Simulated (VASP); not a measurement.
A run of VASP 6.6.1 is set up as follows.

Contents of INCAR:

```
SYSTEM = KBr
PREC = Accurate
ENCUT = 600
EDIFF = 1E-7
ISMEAR = 0
SIGMA = 0.1
LREAL = .FALSE.
LASPH = .TRUE.
NELM = 60
ALGO = Normal
ISIF = 3
LWAVE = .FALSE.
LCHARG = .FALSE.
GGA = PE
IBRION = 2
NSW = 90
EDIFFG = -0.04
```

KPOINTS

```
Automatic mesh
0
G
  6 4 4
  0 0 0
```

Contents of POSCAR:

```
KBr
1.0
    4.6976467400      0.0000000000      0.0000000000
    0.0000000000      6.3639991700      0.0000000000
   -4.6933857100      0.0000000000      4.7712198800
K Br
2 2
Direct
    0.0082481400      0.8529790900      0.0560725900
    0.0082481400      0.1470209100      0.5560725900
    0.9917518600      0.2799579700      0.9439274100
    0.9917518600      0.7200420300      0.4439274100
```

Potentials or basis: VASP PAW PBE potentials, release 64 (K_sv, Br).

The run is started by

```bash
$ cat potpaw_PBE.64/K_sv/POTCAR potpaw_PBE.64/Br/POTCAR > POTCAR
$ mpirun -np 1 vasp_std > vasp.out
```

Estimate the space group after relaxing (to 0.1 Å).

P4/nmm (No. 129).

What does it give for the band gap on the k mesh?

4.28 eV.

Final structure:
```cif
data_structure
_symmetry_space_group_name_H-M 'P 1'
_symmetry_Int_Tables_number 1
_cell_length_a 4.7627
_cell_length_b 6.7315
_cell_length_c 6.7146
_cell_angle_alpha 90.000
_cell_angle_beta 135.121
_cell_angle_gamma 90.000
_cell_volume 151.90
loop_
_atom_site_label
_atom_site_type_symbol
_atom_site_fract_x
_atom_site_fract_y
_atom_site_fract_z
_atom_site_occupancy
K1 K 0.99979 0.74603 0.99978 1
K2 K 0.99979 0.25397 0.49978 1
Br1 Br 0.00021 0.24934 0.00022 1
Br2 Br 0.00021 0.75066 0.50022 1
```

A k mesh can miss the band edges.
